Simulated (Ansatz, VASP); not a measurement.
# One calculation of TiO, two programs

```xyz
2
Lattice="2.8034 0.0000 0.0000 -1.4017 2.4278 0.0000 0.0000 0.0000 2.8183" Properties=species:S:1:pos:R:3 pbc="T T T"
Ti    1.4017    0.8093    0.0000
O     0.0000    0.0000    1.4091
```

Alike in both runs: functional r2SCAN; k mesh 12 × 12 × 12; occupations gaussian, width 0.01 eV; no spin polarisation.

Ansatz relaxed the structure, and its values are those at the end. VASP's run is a single point on that final structure, the one shown.

|  | VASP | Ansatz |
| --- | --- | --- |
| version | VASP 6.6.1 | Ansatz 0.2.0 |
| potentials or method | VASP PAW PBE potentials, release 64 (Ti_sv, O), cutoff 520 eV | scalar-relativistic, plane waves, PAW |
| valence electrons in the cell | 18 | 18 |

Ansatz gave:

* gap on the k mesh at the Fermi level (eV): none
* pressure (GPa): 0.0

Task: Which values does VASP return?

Result: gap on the k mesh at the Fermi level (eV): none; pressure (GPa): 1.9.

VASP's potentials were made for PBE, not for r2SCAN. A gap of «none» marks a metal or a gap that the smearing closes.
